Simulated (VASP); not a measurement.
# BeTe: single point with HSE06

Crystal: BeTe.

```xyz
2
Lattice="0.0000 2.8284 2.8284 2.8284 0.0000 2.8284 2.8284 2.8284 0.0000" Properties=species:S:1:pos:R:3 pbc="T T T"
Be    0.0000    0.0000    0.0000
Te    1.4142    1.4142    1.4142
```

```yaml
Program: VASP 6.6.1
Task: single point
Functional: HSE06
Potentials_or_basis: VASP PAW PBE potentials, release 64 (Be, Te)
Cutoff: 520 eV
k_mesh: 8 × 8 × 8
Occupations: fermi-dirac, width 0.02 eV
Spin: no spin polarisation
```

```
Pressure               : -1.0 GPa
Band gap on the k mesh : 2.67 eV (least direct gap 4.48 eV)
```

Levels at points of the mesh, in eV from the valence-band top:
```tsv
k point	band 1	band 2	band 3	band 4	band 5	band 6	band 7	band 8
(0.00, 0.00, 0.00)	-13.36	0.00	0.00	0.00	4.48	4.48	4.48	4.49
(0.50, 0.00, 0.00)	-11.88	-6.01	-1.20	-1.20	3.79	5.48	5.48	8.84
(0.50, 0.50, 0.00)	-11.33	-5.58	-2.83	-2.83	2.67	3.40	10.99	10.99
```

It took 52 min on 1 thread of Intel(R) Xeon(R) Platinum 8259CL CPU @ 2.50GHz (Skylake/Cascade Lake) (shared host), peak memory 0.33 GiB.

Caveat: the PAW data sets were made with another functional, which shifts forces and pressure a little; spin-orbit coupling is left out, which moves the levels of the heavy elements. A k mesh can miss the band edges.
